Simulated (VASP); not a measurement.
Runs of VASP 6.6.1 on HfN. The structure is that of space group F-43m (No. 216), or close to it. The cells are those of the table. 

| cell | gap on the mesh (eV) | pressure (GPa) |
| --- | --- | --- |
| a = 3.298 Å, angles 60.0°, 2 atoms | none | (b) |
| a = 3.429, b = 3.429, c = 3.385 Å, angles 60.4, 60.4, 59.2°, 2 atoms | none | 4.4 |
| a = 3.385 Å, angles 60.0°, 2 atoms | none | 10.5 |
| a = 3.473, b = 3.473, c = 3.385 Å, angles 60.8, 60.8, 58.3°, 2 atoms | none | -1.0 |
| a = 3.558 Å, angles 60.0°, 2 atoms | none | -17.6 |
| a = 3.429, b = 3.429, c = 3.472 Å, angles 59.6, 59.6, 60.8°, 2 atoms | none | -1.0 |
| a = 3.515, b = 3.515, c = 3.472 Å, angles 60.4, 60.4, 59.2°, 2 atoms | none | (a) |
| a = 3.645 Å, angles 60.0°, 2 atoms | none | -25.6 |

Alike in all rows: task single point; level PBEsol; potentials or basis VASP PAW PBE potentials, release 64 (Hf_pv, N); no spin polarisation; k mesh 16 × 16 × 16; cutoff (eV) 520; smearing gaussian 0.15 eV.

Problem. Estimate the missing entries.

Solution. (a) -10.2; (b) 33.3.

Caveats: the PAW data sets were made with another functional, which shifts forces and pressure a little; spin-orbit coupling is left out, which moves the levels of the heavy elements; an odd number of electrons without spin polarisation forces a metal; a magnetic or distorted state may lie lower; the cell stands under pressure (at least some runs); the cell stands under tension (at least some runs); the stress differs along the axes, from -6 to 2 GPa (at least some runs).

A k mesh can miss the band edges, and the runs leave out spin-orbit coupling on Hf.

A gap of «none» marks levels without a gap at the run's occupations.
